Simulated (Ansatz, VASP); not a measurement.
## ZrTi2B3 in VASP and in Ansatz

```
CELL_PARAMETERS angstrom
4.94101 0.00000 0.00000
-2.47051 4.27904 0.00000
0.00000 0.00000 3.54533
ATOMIC_POSITIONS crystal
Zr 0.00000 0.00000 0.50000
Ti 0.66667 0.33333 0.00000
Ti 0.33333 0.66667 0.00000
B 0.50000 0.50000 0.50000
B 0.50000 0.00000 0.50000
B 0.00000 0.50000 0.50000
```

Change from the starting cell: species swapped into the ErCo3Ge2 type (P6mm, No. 183).

Alike in both runs: functional PBE; k mesh 6 × 6 × 10; occupations gaussian, width 0.1 eV; no spin polarisation.

Ansatz relaxed the structure, and its values are those at the end. VASP's run is a single point on that final structure, the one shown.

|  | VASP | Ansatz |
| --- | --- | --- |
| version | VASP 6.6.1 | Ansatz 0.2.0 |
| potentials or method | VASP PAW PBE potentials, release 64 (Zr_sv, Ti_sv, B), cutoff 520 eV | scalar-relativistic, plane waves, PAW |
| valence electrons in the cell | 45 | 45 |

|  | VASP | Ansatz | Ansatz less VASP |
| --- | --- | --- | --- |
| gap on the k mesh at the Fermi level (eV) | none | none | - |
| pressure (GPa) | 0.0 | 0.0 | -0.02 |

A gap of «none» marks a metal or a gap that the smearing closes. With one functional, cell and mesh, what is left measures potentials, basis and numerics.
